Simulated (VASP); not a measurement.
# HW8C8 in VASP: single point with PBE

Aim: the single point of HW8C8 with PBE.

Everything below comes from runs of VASP 6.6.1. Logs are shortened: lines on timing, memory, paths and dates and some standing lists are left out, and cuts for length are marked.

### Step 1. The cell of the first run

The cell holds a slab with vacuum, 17 atoms: a = 5.764 Å, b = 5.764 Å, c = 16.236 Å, α = 90.00°, β = 90.00°, γ = 120.00°.

### Step 2. Single point, PBE

File INCAR:

```
SYSTEM = HW8C8
PREC = Accurate
ENCUT = 520
EDIFF = 1E-7
ISMEAR = -1
SIGMA = 0.15
LREAL = Auto
LASPH = .True.
NELM = 100
ALGO = Normal
ISIF = 2
LWAVE = .False.
LCHARG = .True.
GGA = PE
LELF = .True.
LVHAR = .True.
NBANDS = 86
```

File KPOINTS:

```
Automatic mesh
0
Gamma
  2 2 1
  0 0 0
```

File POSCAR:

```
HW8C8
1.0
    5.7641400000      0.0000000000      0.0000000000
   -2.8820700000      4.9918920000      0.0000000000
    0.0000000000      0.0000000000     16.2358050000
W C H
8 8 1
Direct
    0.0000000000      0.0000000000      0.0615923000
    0.0003498850      0.0009212533      0.2389580369
    0.0000000000      0.5000000000      0.0615923000
    0.0003039694      0.5001721839      0.2390195609
    0.5000000000      0.0000000000      0.0615923000
    0.5000757827      0.0003559790      0.2393765353
    0.5000000000      0.5000000000      0.0615923000
    0.4996305111      0.5001648170      0.2390012707
    0.3335805085      0.1666105267      0.1421849162
    0.3317850325      0.1687237140      0.3085974002
    0.3335730387      0.6672138091      0.1421963630
    0.3317381212      0.6637358490      0.3086257107
    0.8329472414      0.1666216954      0.1421745923
    0.8367295727      0.1687666163      0.3085982391
    0.8333418639      0.6668193856      0.1438307206
    0.8334853028      0.6673270220      0.3153799263
    0.8340367140      0.6690745682      0.3826137069
```

Potentials or basis: VASP PAW PBE potentials, release 64 (W_sv, C, H).

Run with:

```
$ cat potpaw_PBE.64/W_sv/POTCAR potpaw_PBE.64/C/POTCAR potpaw_PBE.64/H/POTCAR > POTCAR
$ mpirun -np 1 vasp_std > vasp.out
```

OUTCAR:

```text
SYSTEM = HW8C8
   PREC = Accurate
   ENCUT = 520
   EDIFF = 1E-7
   ISMEAR = -1
   LREAL = Auto
   LASPH = .True.
   NELM = 100
   ISIF = 2
   GGA = PE

 ion  position               nearest neighbor table
   1  0.000  0.000  0.062-   9 2.12  13 2.12  15 2.13   2 2.88   5 2.88   5 2.88   3 2.88   3 2.88
                             7 2.88   7 2.88
   2  0.000  0.001  0.239-  10 2.00  14 2.00  16 2.08  15 2.27  13 2.29   9 2.29   8 2.88   4 2.88
                             1 2.88   6 2.88   6 2.88   4 2.89   8 2.89
   3  0.000  0.500  0.062-  13 2.12  11 2.12  15 2.13   4 2.88   7 2.88   7 2.88   5 2.88   1 2.88
                             1 2.88   5 2.88
   4  0.000  0.500  0.239-  14 2.00  12 2.00  16 2.08  15 2.27  11 2.29  13 2.29   2 2.88   8 2.88
                             3 2.88   6 2.88   6 2.88   8 2.89   2 2.89
   5  0.500  0.000  0.062-  11 2.11  13 2.12   9 2.12   1 2.88   1 2.88   3 2.88   7 2.88   7 2.88
                             3 2.88   6 2.89
   6  0.500  0.000  0.239-  14 2.02  10 2.02  12 2.02   9 2.29  13 2.29  11 2.29   8 2.88   4 2.88
                             2 2.88   2 2.88   4 2.88   8 2.88   5 2.89
   7  0.500  0.500  0.062-   9 2.12  11 2.12  15 2.13   8 2.88   3 2.88   3 2.88   5 2.88   5 2.88
                             1 2.88   1 2.88
   8  0.500  0.500  0.239-  10 2.00  12 2.00  16 2.08  15 2.27  11 2.29   9 2.29   2 2.88   4 2.88
                             7 2.88   6 2.88   6 2.88   4 2.89   2 2.89
   9  0.334  0.167  0.142-   5 2.12   7 2.12   1 2.12   2 2.29   8 2.29   6 2.29
  10  0.332  0.169  0.309-   8 2.00   2 2.00   6 2.02
  11  0.334  0.667  0.142-   5 2.11   3 2.12   7 2.12   8 2.29   4 2.29   6 2.29
  12  0.332  0.664  0.309-   4 2.00   8 2.00   6 2.02
  13  0.833  0.167  0.142-   5 2.12   3 2.12   1 2.12   2 2.29   4 2.29   6 2.29
  14  0.837  0.169  0.309-   4 2.00   2 2.00   6 2.02
  15  0.833  0.667  0.144-   1 2.13   7 2.13   3 2.13   4 2.27   8 2.27   2 2.27
  16  0.833  0.667  0.315-  17 1.09   2 2.08   8 2.08   4 2.08
  17  0.834  0.669  0.383-  16 1.09

  LATTYP: Found a hexagonal cell.
 ALAT       =     5.7641400000
 C/A-ratio  =     2.8166916487

  Lattice vectors:

 A1 = (   5.7641400000,   0.0000000000,   0.0000000000)
 A2 = (  -2.8820700000,   4.9918920000,   0.0000000000)
 A3 = (   0.0000000000,   0.0000000000,  16.2358050000)

Analysis of symmetry for initial positions (statically):
=====================================================================
 Subroutine PRICEL returns:
 Original cell was already a primitive cell.

 Routine SETGRP: Setting up the symmetry group for a
 hexagonal supercell.

 Subroutine GETGRP returns: Found  1 space group operations
 (whereof  1 operations were pure point group operations)
 out of a pool of 24 trial point group operations.
[... 132 lines left out ...]
   POTIM  = 0.5000    time-step for ionic-motion
   TEBEG  =    0.0;   TEEND  =   0.0 temperature during run
   PSTRESS=    0.0 pullay stress
   NELECT =     145.0000    total number of electrons
   NUPDOWN=      -1.0000    fix difference up-down
   EMIN   =  10.00;   EMAX   =-10.00  energy-range for DOS
   EFERMI =   0.00;   METHOD = LEGACY
   ISMEAR =    -1;   SIGMA  =   0.15  broadening in eV -4-tet -1-fermi 0-gaus
   EFERMI_NEDOS =   21; number of points for ismear=-14 and -15
   IALGO  =     38    algorithm
   IMIX   =      4    mixing-type and parameters
     AMIX     =   0.40;   BMIX     =  1.00
     AMIX_MAG =   1.60;   BMIX_MAG =  1.00
  volume/ion in A,a.u.               =      27.48       185.45
  Fermi-wavevector in a.u.,A,eV,Ry     =   1.108425  2.094620 16.716200  1.228606
  Thomas-Fermi vector in A             =   2.244952
   LORBIT       =      0    0 simple, 1 ext, 2 COOP (PROOUT), +10 PAW based schemes
   GGA     = PE    functional components
   LHFCALC =     F    Hartree Fock is set to
   AEXX    =    0.0000 exact exchange contribution
   IVDW    =     0    specifies the selected vdW correction
   LEPSILON=     F    determine dielectric tensor
   LRPA    =     F    only Hartree local field effects (RPA)
 non-spin polarized calculation
  energy-cutoff  :      520.00
  volume of cell :      467.17
 maximum number of plane-waves:     12625
 NGX is ok and might be reduce to    48
   NGX = 21   NGY = 21   NGZ = 61

 number of electron     144.9999981 magnetization

 Free energy of the ion-electron system (eV)
  ---------------------------------------------------
  ext. energy  EPLUGINS =         0.00000000
  ---------------------------------------------------
  free energy    TOTEN  =      -167.83954002 eV

  energy without entropy =     -167.39166166  energy(sigma->0) =     -167.61560084

 E-fermi :   0.7025     XC(G=0):  -6.1656

 val. band max:        0.6507033799   @ k =   0.0000   0.5000   0.0000
 cond. band min:       0.9076896358   @ k =   0.0000   0.0000   0.0000
 fundamental gap:      0.2569862559
 Fermi energy:         0.7025330130

 k-point     1 :       0.0000    0.0000    0.0000
  band No.  band energies     occupation
      1     -73.3377      2.00000
      2     -73.2769      2.00000
      3     -73.2767      2.00000
      4     -73.2695      2.00000
      5     -73.0512      2.00000
      6     -72.9590      2.00000
[... 337 lines left out ...]
     83       2.6749      0.00000
     84       2.6799      0.00000
 [bands above 84 left out]

------------------------ aborting loop because EDIFF is reached ----------------------------------------

  FORCE on cell =-STRESS in cart. coord.  units (eV):
  Direction    XX          YY          ZZ          XY          YZ          ZX
  --------------------------------------------------------------------------------------
  -------------------------------------------------------------------------------------
  Total       10.6447424     10.7135519      0.8459496      0.0099024     -0.1222860      0.0378620
  in kB       36.5066693     36.7426548      2.9012257      0.0339606     -0.4193858      0.1298497
  external PRESSURE =      25.3835166 kB  Pullay stress =       0.0000000 kB

 VOLUME and BASIS-vectors are now :
 -----------------------------------------------------------------------------
  energy-cutoff  :      520.00
  volume of cell :      467.17
      direct lattice vectors                 reciprocal lattice vectors
     5.764140000  0.000000000  0.000000000     0.173486418  0.100162423  0.000000000
    -2.882070000  4.991892000  0.000000000     0.000000000  0.200324847  0.000000000
     0.000000000  0.000000000 16.235805000     0.000000000  0.000000000  0.061592265

 POSITION                                       TOTAL-FORCE (eV/Angst)
 -----------------------------------------------------------------------------------
      0.00000      0.00000      1.00000        -0.002178     -0.111231     -0.033714
     -0.00064      0.00460      3.87968         0.000677     -0.024268     -0.023292
     -1.44104      2.49595      1.00000        -0.104415      0.067647     -0.026393
     -1.43978      2.49681      3.88067        -0.019155      0.009742     -0.027437
      2.88207      0.00000      1.00000        -0.002407      0.004919     -0.147986
      2.88148      0.00178      3.88647         0.001253     -0.002045     -0.015485
[... 9 lines left out ...]
      2.88104      3.33122      5.12045        -0.000832      0.005299      0.084738
      2.87918      3.33995      6.21204         0.003501     -0.015933     -0.006446
 -----------------------------------------------------------------------------------
    total drift:                               -0.003064      0.002806     -0.063612

  FREE ENERGIE OF THE ION-ELECTRON SYSTEM (eV)
  ---------------------------------------------------
  free  energy   TOTEN  =      -167.8395400182 eV

  energy  without entropy=     -167.3916616578  energy(sigma->0) =     -167.61560084
```

OSZICAR:

```text
N       E                     dE             d eps       ncg     rms          rms(c)
DAV:   1     0.172996037047E+04    0.17300E+04   -0.84974E+04   816   0.160E+03
DAV:   2    -0.833289980249E+02   -0.18133E+04   -0.17767E+04   800   0.484E+02
DAV:   3    -0.189250645925E+03   -0.10592E+03   -0.10248E+03   800   0.116E+02
[... 22 lines left out ...]
DAV:  26    -0.167839538726E+03   -0.49010E-05   -0.18032E-07   518   0.117E-03    0.369E-04
DAV:  27    -0.167839539355E+03   -0.62984E-06   -0.13462E-08   458   0.621E-04    0.222E-04
DAV:  28    -0.167839539815E+03   -0.45987E-06   -0.13909E-08   422   0.407E-04    0.103E-04
DAV:  29    -0.167839539963E+03   -0.14775E-06   -0.14982E-09   426   0.200E-04    0.541E-05
DAV:  30    -0.167839540018E+03   -0.55123E-07    0.11233E-09   394   0.125E-04
   1 F= -.16783954E+03 E0= -.16761560E+03  d E =-.447878E+00
```

stdout:

```text
POSCAR found type information on POSCAR W C H
 POSCAR found :  3 types and      17 ions
 scaLAPACK will be used
 LDA part: xc-table for (Slater+PW92), standard interpolation
 POSCAR, INCAR and KPOINTS ok, starting setup
 FFT: planning ... GRIDC
 FFT: planning ... GRID_SOFT
 FFT: planning ... GRID
 WAVECAR not read
 entering main loop
```

Run time: 18 min. Hardware: 1 thread of Intel Xeon 8259CL, shared host; peak memory 0.65 GiB.

What came out:

```
Free energy            : -167.8395 eV
Largest force          : 0.148 eV/Å
Band gap on the k mesh : zero (an odd number of electrons rules out a gap without spin polarisation)
```

Forces in eV/Å, atoms in the order of the input:
```
W   -0.002 -0.111 -0.034
W    0.001 -0.024 -0.023
W   -0.104  0.068 -0.026
W   -0.019  0.010 -0.027
W   -0.002  0.005 -0.148
W    0.001 -0.002 -0.015
W    0.099  0.067 -0.028
W    0.019  0.008 -0.024
C    0.002 -0.003 -0.001
C   -0.008  0.003  0.083
C   -0.001 -0.001 -0.003
C    0.002 -0.004  0.083
C    0.000 -0.003  0.001
C    0.006  0.000  0.084
C    0.003 -0.001  0.000
C   -0.001  0.005  0.085
H    0.004 -0.016 -0.006
```

Caveat: the k points lie up to 0.63 Å⁻¹ apart, too coarse for converged energies and pressures of a metal; spin-orbit coupling is left out, which moves the levels of the heavy elements.
